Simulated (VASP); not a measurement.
The system is TaH4.

```
CELL_PARAMETERS angstrom
0.00000 3.01186 3.01186
3.01186 0.00000 3.01186
3.01186 3.01186 0.00000
ATOMIC_POSITIONS crystal
Ta 0.25000 0.25000 0.25000
H 0.59181 0.59181 0.59181
H 0.59181 0.59181 0.22457
H 0.59181 0.22457 0.59181
H 0.22457 0.59181 0.59181
```

The cell was generated, and may not be a known phase.

```yaml
Program: VASP 6.6.1
Task: relaxation of cell and atoms
Functional: PBE
Potentials_or_basis: VASP PAW PBE potentials, release 64 (Ta_pv, H)
Cutoff: 600 eV
k_mesh: 4 × 4 × 4
Occupations: gaussian, width 0.15 eV
Spin: no spin polarisation
```

At the start: pressure -27.7 GPa; volume 10.93 Å³/atom.

Question: Where does the relaxation end?

Answer: Over 10 steps the energy falls by 892.4 meV/atom and the volume is 5.87 Å³/atom (-46.3 %); space group F-43m (No. 216, to 0.1 Å) before and after.

The path:
```tsv
step	energy change (eV)	largest force (eV/Å)	pressure (GPa)	volume (Å³)
1	0.0000	0.7973	-27.72	54.64
2	-2.4764	1.2652	-24.64	41.01
3	-3.5976	1.7099	-5.69	32.23
4	-3.6367	1.9311	12.23	28.89
5	-3.6635	1.8528	5.08	30.02
6	-4.2400	0.8945	8.39	28.63
7	-4.3311	0.1933	16.97	26.84
8	-4.3843	0.2659	12.99	27.53
9	-4.4521	0.0114	-4.44	30.07
10	-4.4619	0.0743	-0.33	29.37
```

Final structure:
```
Ta H
1.0
     0.00000    2.44871    2.44871
     2.44871    0.00000    2.44871
     2.44871    2.44871    0.00000
Ta H
1 4
Cartesian
  1.2244 1.2244 1.2244
  3.0667 3.0667 3.0667
  1.8308 1.8308 3.0667
  1.8308 3.0667 1.8308
  3.0667 1.8308 1.8308
```

Caveat: the k points lie up to 0.56 Å⁻¹ apart in the final cell, too coarse for converged energies and pressures of a metal; the volume moved by over 15 % at a fixed basis, so the end points are rough; an odd number of electrons without spin polarisation forces a metal; a magnetic or distorted state may lie lower; the relaxation stopped at a loose force limit of 0.08 eV/Å, so its end isn't a converged minimum.
